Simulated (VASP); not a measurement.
# La2Zr3O (P6/mmm) in VASP: a series of runs

Runs on La2Zr3O. Level: PBE. Tasks: relaxation of cell and atoms, single point.

Program: VASP 6.6.1. These are calculated values, not measurements. Logs are shortened: lines on timing, memory, paths and dates and some standing lists are left out, and cuts for length are marked.

## 1. The cell of the first run

The structure is hexagonal, space group P6/mmm (No. 191). Conventional cell: a = 5.507 Å, b = 5.507 Å, c = 6.207 Å, α = 90.00°, β = 90.00°, γ = 120.00°. La (site symmetry -6m2) has 3 La at 3.18 Å and 6 Zr at 3.49 Å within 4.2 Å. Within 3.6 Å of Zr (site symmetry mmm) lie 4 Zr at 2.75 Å and 2 O at 2.75 Å and 4 La at 3.49 Å. O (site symmetry 6/mmm) has 6 Zr at 2.75 Å within 3.6 Å.

The cell was built from a structure type or drawn by symmetry, and may not be a known phase.

## 2. Relaxation of cell and atoms, PBE

File INCAR:

```
PREC = Accurate
ENCUT = 600
EDIFF = 1E-6
ISMEAR = 0
SIGMA = 0.1
LREAL = False
LASPH = True
NELM = 80
ALGO = Normal
ISIF = 3
LWAVE = False
LCHARG = False
GGA = PE
IBRION = 2
NSW = 90
EDIFFG = -0.04
```

File KPOINTS:

```
Automatic mesh
0
Gamma
  6 6 4
```

File POSCAR:

```
La2Zr3O
1.0
    5.5068764455      0.0000000000      0.0000000000
   -2.7534382228      4.7690948973      0.0000000000
    0.0000000000      0.0000000000      6.2066932096
La Zr O
2 3 1
Direct
    0.6666666667      0.3333333333      0.5000000000
    0.3333333333      0.6666666667      0.5000000000
    0.0000000000      0.5000000000      0.0000000000
    0.5000000000      0.0000000000      0.0000000000
    0.5000000000      0.5000000000      0.0000000000
    0.0000000000      0.0000000000      0.0000000000
```

Potentials or basis: VASP PAW PBE potentials, release 64 (La, Zr_sv, O).

Launch:

```bash
> cat potpaw_PBE.64/La/POTCAR potpaw_PBE.64/Zr_sv/POTCAR potpaw_PBE.64/O/POTCAR > POTCAR
> mpirun -np 1 vasp_std > vasp.out
```

OUTCAR:

```text
PREC = Accurate
   ENCUT = 600
   EDIFF = 1E-6
   ISMEAR = 0
   LREAL = False
   LASPH = True
   NELM = 80
   ISIF = 3
   GGA = PE
   IBRION = 2
   NSW = 90
   EDIFFG = -0.04

 ion  position               nearest neighbor table
   1  0.667  0.333  0.500-   2 3.18   2 3.18   2 3.18   3 3.49   3 3.49   4 3.49   4 3.49   5 3.49
                             5 3.49
   2  0.333  0.667  0.500-   1 3.18   1 3.18   1 3.18   3 3.49   3 3.49   4 3.49   4 3.49   5 3.49
                             5 3.49
   3  0.000  0.500  0.000-   4 2.75   4 2.75   5 2.75   5 2.75   6 2.75   6 2.75   2 3.49   2 3.49
                             1 3.49   1 3.49
   4  0.500  0.000  0.000-   3 2.75   3 2.75   6 2.75   6 2.75   5 2.75   5 2.75   2 3.49   2 3.49
                             1 3.49   1 3.49
   5  0.500  0.500  0.000-   6 2.75   6 2.75   3 2.75   3 2.75   4 2.75   4 2.75   2 3.49   2 3.49
                             1 3.49   1 3.49
   6  0.000  0.000  0.000-   5 2.75   5 2.75   4 2.75   4 2.75   3 2.75   3 2.75

  LATTYP: Found a hexagonal cell.
 ALAT       =     5.5068764455
 C/A-ratio  =     1.1270805276

  Lattice vectors:

 A1 = (   5.5068764455,   0.0000000000,   0.0000000000)
 A2 = (  -2.7534382228,   4.7690948973,   0.0000000000)
 A3 = (   0.0000000000,   0.0000000000,   6.2066932096)

Analysis of symmetry for initial positions (statically):
=====================================================================
 Subroutine PRICEL returns:
 Original cell was already a primitive cell.

 Routine SETGRP: Setting up the symmetry group for a
 hexagonal supercell.

 Subroutine GETGRP returns: Found 24 space group operations
 (whereof 24 operations were pure point group operations)
 out of a pool of 24 trial point group operations.

The static configuration has the point symmetry D_6h.

Analysis of symmetry for dynamics (positions and initial velocities):
=====================================================================
 Subroutine PRICEL returns:
 Original cell was already a primitive cell.

 Routine SETGRP: Setting up the symmetry group for a
 hexagonal supercell.

 Subroutine GETGRP returns: Found 24 space group operations
 (whereof 24 operations were pure point group operations)
 out of a pool of 24 trial point group operations.

The dynamic configuration has the point symmetry D_6h.

 Subroutine INISYM returns: Found 24 space group operations
 (whereof 24 operations are pure point group operations),
 and found     1 'primitive' translations

----------------------------------------------------------------------------------------

                                     Primitive cell

  volume of cell :     163.0052

  direct lattice vectors                    reciprocal lattice vectors
     5.506876445  0.000000000  0.000000000     0.181591145  0.104841697  0.000000000
    -2.753438223  4.769094897  0.000000000     0.000000000  0.209683393  0.000000000
     0.000000000  0.000000000  6.206693210     0.000000000  0.000000000  0.161116389

  length of vectors
     5.506876445  5.506876446  6.206693210     0.209683393  0.209683393  0.161116389

  position of ions in fractional coordinates (direct lattice)
     0.666666667  0.333333333  0.500000000
     0.333333333  0.666666667  0.500000000
     1.000000000  0.500000000  0.000000000
     0.500000000  0.000000000  0.000000000
     0.500000000  0.500000000  0.000000000
     0.000000000  0.000000000  0.000000000

  ion indices of the primitive-cell ions
   primitive index   ion index
                 1           1
                 2           2
                 3           3
                 4           4
                 5           5
                 6           6

----------------------------------------------------------------------------------------

 KPOINTS: Automatic mesh

Automatic generation of k-mesh.
 Grid dimensions read from file:
 generate k-points for:    6    6    4

 Generating k-lattice:

  Cartesian coordinates                     Fractional coordinates (reciprocal lattice)
     0.030265191  0.017473616  0.000000000     0.166666667 -0.000000000  0.000000000
     0.000000000  0.034947232  0.000000000     0.000000000  0.166666667  0.000000000
     0.000000000  0.000000000  0.040279097     0.000000000  0.000000000  0.250000000

  Length of vectors
     0.034947232  0.034947232  0.040279097

  Shift w.r.t. Gamma in fractional coordinates (k-lattice)
     0.000000000  0.000000000  0.000000000

 Subroutine IBZKPT returns following result:
 ===========================================

 Found     21 irreducible k-points:

 Following reciprocal coordinates:
            Coordinates               Weight
  0.000000  0.000000  0.000000      1.000000
  0.166667  0.000000  0.000000      6.000000
  0.333333  0.000000  0.000000      6.000000
  0.500000  0.000000  0.000000      3.000000
  0.166667  0.166667  0.000000      6.000000
  0.333333  0.166667  0.000000     12.000000
[... 13 lines left out ...]
  0.333333  0.166667  0.500000     12.000000
  0.333333  0.333333  0.500000      2.000000
   k-points           NKPTS =     21   k-points in BZ     NKDIM =     21   number of bands    NBANDS=     38
   number of dos      NEDOS =    301   number of ions     NIONS =      6
   total plane-waves  NPLWV = 115200
   dimension x,y,z NGX =    48 NGY =   48 NGZ =   50
   dimension x,y,z NGXF=    96 NGYF=   96 NGZF=  100
   ions per type =               2   3   1
   NGX,Y,Z   is equivalent  to a cutoff of  14.49, 14.49, 13.39 a.u.
   NGXF,Y,Z  is equivalent  to a cutoff of  28.98, 28.98, 26.78 a.u.
 SYSTEM =  unknown system
   PREC   = accura    normal or accurate (medium, high low for compatibility)
   ISTART =      0    job   : 0-new  1-cont  2-samecut
   ICHARG =      2    charge: 1-file 2-atom 10-const
   ISPIN  =      1    spin polarized calculation?
   LNONCOLLINEAR =      F non collinear calculations
   LSORBIT =      F    spin-orbit coupling
   LASPH  =      T    aspherical Exc in radial PAW
   ENCUT  =  600.0 eV  44.10 Ry    6.64 a.u.  11.00 11.00 12.40*2*pi/ulx,y,z
   NELM   =     80;   NELMIN=  2; NELMDL= -5     # of ELM steps
   EDIFF  = 0.1E-05   stopping-criterion for ELM
   LREAL  =      F    real-space projection
   EDIFFG = -.4E-01   stopping-criterion for IOM
   NSW    =     90    number of steps for IOM
   IBRION =      2    ionic relax: 0-MD 1-quasi-New 2-CG
   NFREE  =      1    steps in history (QN), initial steepest desc. (CG)
   ISIF   =      3    stress and relaxation
   ISYM   =      2    0-nonsym 1-usesym 2-fastsym
   POTIM  = 0.5000    time-step for ionic-motion
   TEBEG  =    0.0;   TEEND  =   0.0 temperature during run
   PSTRESS=    0.0 pullay stress
   NELECT =      64.0000    total number of electrons
   NUPDOWN=      -1.0000    fix difference up-down
   EMIN   =  10.00;   EMAX   =-10.00  energy-range for DOS
   EFERMI =   0.00;   METHOD = LEGACY
   ISMEAR =     0;   SIGMA  =   0.10  broadening in eV -4-tet -1-fermi 0-gaus
   EFERMI_NEDOS =   21; number of points for ismear=-14 and -15
   IALGO  =     38    algorithm
   IMIX   =      4    mixing-type and parameters
     AMIX     =   0.40;   BMIX     =  1.00
     AMIX_MAG =   1.60;   BMIX_MAG =  1.00
  volume/ion in A,a.u.               =      27.17       183.34
  Fermi-wavevector in a.u.,A,eV,Ry     =   1.198766  2.265339 19.552104  1.437039
  Thomas-Fermi vector in A             =   2.334646
   LORBIT       =      0    0 simple, 1 ext, 2 COOP (PROOUT), +10 PAW based schemes
   GGA     = PE    functional components
   LHFCALC =     F    Hartree Fock is set to
   AEXX    =    0.0000 exact exchange contribution
   IVDW    =     0    specifies the selected vdW correction
   LEPSILON=     F    determine dielectric tensor
   LRPA    =     F    only Hartree local field effects (RPA)
 conjugate gradient relaxation of ions
 non-spin polarized calculation
 Gauss-broadening in eV      SIGMA  =   0.10
  energy-cutoff  :      600.00
  volume of cell :      163.01
 maximum number of plane-waves:      5502
 NGX is ok and might be reduce to    48
   NGX = 21   NGY = 21   NGZ = 25

--------------------------------------- Ionic step        1  -------------------------------------------

 number of electron      63.9999998 magnetization

 Free energy of the ion-electron system (eV)
  ---------------------------------------------------
  ext. energy  EPLUGINS =         0.00000000
  ---------------------------------------------------
  free energy    TOTEN  =       -37.81136653 eV

  energy without entropy =      -37.77649837  energy(sigma->0) =      -37.79393245

------------------------ aborting loop because EDIFF is reached ----------------------------------------

  FORCE on cell =-STRESS in cart. coord.  units (eV):
  Direction    XX          YY          ZZ          XY          YZ          ZX
  --------------------------------------------------------------------------------------
  -------------------------------------------------------------------------------------
  Total       -1.0804495     -1.0804495     -0.1360605      0.0000000     -0.0000000      0.0000000
  in kB      -10.6197298    -10.6197298     -1.3373377      0.0000000     -0.0000000      0.0000000
  external PRESSURE =      -7.5255991 kB  Pullay stress =       0.0000000 kB
[... 105 lines left out ...]
  energy  without entropy=      -37.7832188388  energy(sigma->0) =      -37.80171042

--------------------------------------- Ionic step        4  -------------------------------------------

 number of electron      63.9999995 magnetization

 Free energy of the ion-electron system (eV)
  ---------------------------------------------------
  ext. energy  EPLUGINS =         0.00000000
  ---------------------------------------------------
  free energy    TOTEN  =       -37.82088409 eV

  energy without entropy =      -37.78344227  energy(sigma->0) =      -37.80216318

 E-fermi :   7.2234     XC(G=0):  -9.8613

 val. band max:        7.2134227272   @ k =   0.1667   0.1667   0.0000
 cond. band min:       7.2291328012   @ k =   0.3333   0.0000   0.2500
 fundamental gap:      0.0157100740
 Fermi energy:         7.2234019679

 k-point     1 :       0.0000    0.0000    0.0000
  band No.  band energies     occupation
      1     -41.4676      2.00000
      2     -41.0567      2.00000
      3     -41.0567      2.00000
      4     -25.6258      2.00000
      5     -25.0300      2.00000
      6     -20.7804      2.00000
[... 883 lines left out ...]
  FREE ENERGIE OF THE ION-ELECTRON SYSTEM (eV)
  ---------------------------------------------------
  free  energy   TOTEN  =       -37.8208840938 eV

  energy  without entropy=      -37.7834422703  energy(sigma->0) =      -37.80216318

 reached required accuracy - stopping structural energy minimisation
```

It took 18 min on 1 thread of Intel Xeon 8259CL, shared host; peak memory 0.45 GiB.

Results:

```yaml
Free_energy: -37.8209 eV
Relaxed_volume: 26.74 Å³/atom
Relaxed_cell: a = 5.459 Å, b = 5.459 Å, c = 6.217 Å, α = 90.00°, β = 90.00°, γ = 120.00°
Space_group_after_relaxing_to_0.1_Å: P6/mmm (No. 191)
Energy_gained_by_relaxing: 1.6 meV/atom
Ionic_steps: 4
Pressure_after_relaxing: 0.1 GPa
Band_gap_on_the_k_mesh: zero (bands 32 and 33 overlap by 0.71 eV)
```

The path:
```csv
step,energy change (eV),largest force (eV/Å),pressure (GPa),volume (Å³)
1,0.0000,0.0000,-0.75,163.01
2,-0.0088,0.0000,0.16,160.01
3,-0.0088,0.0000,0.11,160.21
4,-0.0095,0.0000,0.05,160.45
```

Final structure:
```
La Zr O
1.0
     5.45884    0.00000    0.00000
    -2.72942    4.72749    0.00000
     0.00000    0.00000    6.21724
La Zr O
2 3 1
Direct
  0.66667 0.33333 0.50000
  0.33333 0.66667 0.50000
  0.00000 0.50000 0.00000
  0.50000 0.00000 0.00000
  0.50000 0.50000 0.00000
  0.00000 0.00000 0.00000
```

Levels at points of the mesh, in eV from the Fermi level:
```tsv
k point	band 28	band 29	band 30	band 31	band 32	band 33	band 34	band 35	band 36	band 37
(0.00, 0.00, 0.00)	-1.39	-1.39	-0.68	-0.68	-0.13	0.13	0.13	0.62	1.09	1.09
(0.50, 0.00, 0.00)	-0.95	-0.78	-0.71	0.03	0.05	0.33	0.45	0.96	1.09	1.27
(0.00, 0.00, 0.50)	-1.63	-0.74	-0.74	-0.67	-0.57	-0.47	-0.47	0.26	0.65	1.59
(0.50, 0.00, 0.50)	-1.14	-1.05	-0.56	-0.21	-0.17	0.26	0.94	1.00	1.07	1.24
```

Caveat: spin-orbit coupling is left out, which moves the levels of the heavy elements.

## 3. Single point, PBE

This run uses another cell than the first one, of 26.74 Å³/atom.

File INCAR:

```
SYSTEM = La2Zr3O
  PREC = Accurate
  ENCUT = 520
  EDIFF = 1E-7
  ISMEAR = 0
  SIGMA = 0.1
  LREAL = .False.
  LASPH = .True.
  NELM = 80
  ALGO = Normal
  ISIF = 2
  LWAVE = .False.
  LCHARG = .False.
  GGA = PE
  NBANDS = 41
```

File KPOINTS:

```
regular mesh
0
Gamma
  12 12 6
  0 0 0
```

POSCAR: that of step 2 with these lines changed.

```diff
@@ -2,5 +2,5 @@
 1.0
-    5.5068764455      0.0000000000      0.0000000000
-   -2.7534382228      4.7690948973      0.0000000000
-    0.0000000000      0.0000000000      6.2066932096
+    5.4421383881      0.0000000000      0.0000000000
+   -2.7210691941      4.7130300950      0.0000000000
+    0.0000000000      0.0000000000      6.2555748999
 La Zr O
```

Potentials or basis: VASP PAW PBE potentials, release 64 (La, Zr_sv, O).

Launch:

```bash
> cat potpaw_PBE.64/La/POTCAR potpaw_PBE.64/Zr_sv/POTCAR potpaw_PBE.64/O/POTCAR > POTCAR
> mpirun -np 1 vasp_std > vasp.out
```

OUTCAR:

```text
SYSTEM = La2Zr3O
   PREC = Accurate
   ENCUT = 520
   EDIFF = 1E-7
   ISMEAR = 0
   LREAL = .False.
   LASPH = .True.
   NELM = 80
   ISIF = 2
   GGA = PE

 ion  position               nearest neighbor table
   1  0.667  0.333  0.500-   2 3.14   2 3.14   2 3.14   3 3.50   3 3.50   4 3.50   4 3.50   5 3.50
                             5 3.50
   2  0.333  0.667  0.500-   1 3.14   1 3.14   1 3.14   3 3.50   3 3.50   4 3.50   4 3.50   5 3.50
                             5 3.50
   3  0.000  0.500  0.000-   4 2.72   4 2.72   5 2.72   5 2.72   6 2.72   6 2.72   2 3.50   2 3.50
                             1 3.50   1 3.50
   4  0.500  0.000  0.000-   3 2.72   3 2.72   6 2.72   6 2.72   5 2.72   5 2.72   2 3.50   2 3.50
                             1 3.50   1 3.50
   5  0.500  0.500  0.000-   6 2.72   6 2.72   3 2.72   3 2.72   4 2.72   4 2.72   2 3.50   2 3.50
                             1 3.50   1 3.50
   6  0.000  0.000  0.000-   5 2.72   5 2.72   4 2.72   4 2.72   3 2.72   3 2.72

  LATTYP: Found a hexagonal cell.
 ALAT       =     5.4421383881
 C/A-ratio  =     1.1494700160

  Lattice vectors:

 A1 = (   5.4421383881,   0.0000000000,   0.0000000000)
 A2 = (  -2.7210691941,   4.7130300950,   0.0000000000)
 A3 = (   0.0000000000,   0.0000000000,   6.2555748999)

Analysis of symmetry for initial positions (statically):
[... 183 lines left out ...]
 val. band max:        7.2279483893   @ k =   0.3333   0.0833   0.3333
 cond. band min:       7.2312177238   @ k =   0.4167  -0.0000   0.0000
 fundamental gap:      0.0032693345
 Fermi energy:         7.2281815573

 k-point     1 :       0.0000    0.0000    0.0000
  band No.  band energies     occupation
      1     -41.4939      2.00000
      2     -41.0699      2.00000
      3     -41.0699      2.00000
      4     -25.6290      2.00000
      5     -25.0157      2.00000
      6     -20.8466      2.00000
[... 1045 lines left out ...]
     40       8.8516      0.00000
     41       8.9096      0.00000

 [... further k-points ...]
[... 5 lines left out ...]
  --------------------------------------------------------------------------------------
  -------------------------------------------------------------------------------------
  Total        0.0290054      0.0290054      0.0187308     -0.0000000      0.0000000     -0.0000000
  in kB        0.2896359      0.2896359      0.1870378     -0.0000000      0.0000000     -0.0000000
  external PRESSURE =       0.2554365 kB  Pullay stress =       0.0000000 kB

 VOLUME and BASIS-vectors are now :
 -----------------------------------------------------------------------------
  energy-cutoff  :      520.00
  volume of cell :      160.45
      direct lattice vectors                 reciprocal lattice vectors
     5.442138388  0.000000000  0.000000000     0.183751299  0.106088862  0.000000000
    -2.721069194  4.713030095  0.000000000     0.000000000  0.212177724  0.000000000
     0.000000000  0.000000000  6.255574900     0.000000000  0.000000000  0.159857410

 POSITION                                       TOTAL-FORCE (eV/Angst)
 -----------------------------------------------------------------------------------
      2.72107      1.57101      3.12779         0.000000      0.000000      0.000000
     -0.00000      3.14202      3.12779        -0.000000      0.000000      0.000000
     -1.36053      2.35652      0.00000        -0.000000      0.000000      0.000000
      2.72107      0.00000      0.00000        -0.000000      0.000000      0.000000
      1.36053      2.35652      0.00000        -0.000000      0.000000      0.000000
      0.00000      0.00000      0.00000        -0.000000      0.000000      0.000000
 -----------------------------------------------------------------------------------
    total drift:                               -0.000000      0.000000     -0.000000

  FREE ENERGIE OF THE ION-ELECTRON SYSTEM (eV)
  ---------------------------------------------------
  free  energy   TOTEN  =       -37.7781981436 eV

  energy  without entropy=      -37.7278008936  energy(sigma->0) =      -37.75299952
```

stdout:

```text
POSCAR found type information on POSCAR LaZrO
 POSCAR found :  3 types and       6 ions
 scaLAPACK will be used
 LDA part: xc-table for (Slater+PW92), standard interpolation
 POSCAR, INCAR and KPOINTS ok, starting setup
 FFT: planning ... GRIDC
 FFT: planning ... GRID_SOFT
 FFT: planning ... GRID
 WAVECAR not read
 entering main loop
```

Wall time 18 min (1 thread of Intel Xeon 8259CL, shared host); peak memory 0.61 GiB.

What came out:

* Free energy: -37.7782 eV
* Pressure: 0.0 GPa
* Band gap on the k mesh: zero (bands 32 and 33 overlap by 0.68 eV)

Levels at points of the mesh, in eV from the Fermi level:
```
           k point  band 30  band 31  band 32  band 33  band 34  band 35
(0.00, 0.00, 0.00)    -0.67    -0.67    -0.17     0.13     0.13     0.61
(0.50, 0.00, 0.00)    -0.71     0.01     0.05     0.33     0.42     0.97
(0.00, 0.00, 0.50)    -0.74    -0.69    -0.61    -0.47    -0.47     0.24
(0.50, 0.00, 0.50)    -0.59    -0.20    -0.18     0.24     0.96     1.00
```

Caveat: spin-orbit coupling is left out, which moves the levels of the heavy elements.
